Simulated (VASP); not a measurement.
**Li2TaO3: single point with PBE**

The system is Li2TaO3.

```
Li Ta O
1.0
     0.00000    2.18721    6.18383
     2.15040    0.00000    6.18383
     2.15040    2.18721    0.00000
Li Ta O
2 1 3
Direct
  0.31501 0.31501 0.68499
  0.68499 0.68499 0.31501
  0.00000 0.00000 0.00000
  0.50000 0.50000 0.50000
  0.84397 0.84397 0.15603
  0.15603 0.15603 0.84397
```

| Quantity | Value |
| --- | --- |
| Program | VASP 6.6.1 |
| Task | single point |
| Functional | PBE |
| Potentials or basis | VASP PAW PBE potentials, release 64 (Li_sv, Ta_pv, O) |
| Cutoff | 520 eV |
| k mesh | 6 × 6 × 6 |
| Occupations | gaussian, width 0.1 eV |
| Spin | collinear spin, ferromagnetic start |
| Starting moments | [0.0, 0.0, 1.0, 0.0, 0.0, 0.0] μB |

The largest force is 0.122 eV/Å, the net moment is 0.11 μB per cell and the site moments are Li -0.00; Ta +0.08; O +0.01, -0.00 μB. The valence electrons inside the program's atomic spheres are Li 2.07; Ta 8.87; O 5.07, 5.05.

Forces in eV/Å, atoms in the order of the input:
```
Li   0.000  0.000  0.009
Li   0.000  0.000 -0.009
Ta   0.000  0.000  0.000
O    0.000  0.000  0.000
O    0.000  0.000 -0.122
O    0.000  0.000  0.122
```

Levels at points of the mesh, in eV from the Fermi level:
Spin up:
```
           k point  band 16  band 17  band 18  band 19  band 20  band 21
(0.00, 0.00, 0.00)    -3.46    -3.45    -3.40     0.24     1.01     1.84
(0.50, 0.00, 0.00)    -4.12    -3.41     0.94     1.56     2.31     4.79
(0.50, 0.50, 0.00)    -4.35    -3.92    -3.85     0.25     1.01     2.08
(0.50, 0.00, 0.50)    -4.67    -3.90    -0.20     0.46     2.44     3.17
(0.00, 0.50, 0.50)    -4.68    -3.94    -0.25     0.50     2.44     3.17
```
Spin down:
```csv
k point,band 16,band 17,band 18,band 19,band 20,band 21
"(0.00, 0.00, 0.00)",-3.46,-3.45,-3.41,0.32,1.05,1.88
"(0.50, 0.00, 0.00)",-4.12,-3.42,1.08,1.60,2.35,4.80
"(0.50, 0.50, 0.00)",-4.19,-3.92,-3.85,0.34,1.05,2.12
"(0.50, 0.00, 0.50)",-4.66,-3.90,-0.16,0.50,2.47,3.33
"(0.00, 0.50, 0.50)",-4.68,-3.94,-0.21,0.53,2.47,3.33
```

Run time: 5.8 min on 1 thread of Intel Xeon 6975P-C, on a shared host, peak memory 0.35 GiB.

Caveat: spin-orbit coupling is left out, which moves the levels of the heavy elements.
